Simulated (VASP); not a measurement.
A run of VASP 6.6.1 is set up as follows.

The input INCAR:

```
SYSTEM = Y
PREC = Accurate ; ENCUT = 520
EDIFF = 1E-6 ; ISMEAR = -1
SIGMA = 0.05 ; LREAL = .FALSE.
LASPH = .TRUE. ; NELM = 60
ALGO = Fast ; ISIF = 2
LWAVE = .FALSE. ; LCHARG = .TRUE.
LELF = .TRUE. ; LVHAR = .TRUE.
NBANDS = 30
```

Contents of KPOINTS:

```
regular mesh
0
G
  8 8 3
  0 0 0
```

POSCAR

```
Y
1.0
    3.4808695528      0.0000000000      0.0000000000
   -1.7404347764      3.0145214600      0.0000000000
    0.0000000000      0.0000000000     11.2320331847
Y
4
Direct
    0.6666666667      0.3333333333      0.7500000000
    0.0000000000      0.0000000000      0.5000000000
    0.3333333333      0.6666666667      0.2500000000
    0.0000000000      0.0000000000      0.0000000000
```

Potentials or basis: VASP PAW LDA potentials, release 64 (Y_sv).

Launch:

```sh
$ cat potpaw_LDA.64/Y_sv/POTCAR > POTCAR
$ mpirun -np 1 vasp_std > vasp.out
```

Q: Predict the pressure.

A: -0.1 GPa.

Q: Predict the band gap on the k mesh.

A: Zero (bands 22 and 23 overlap by 1.22 eV).
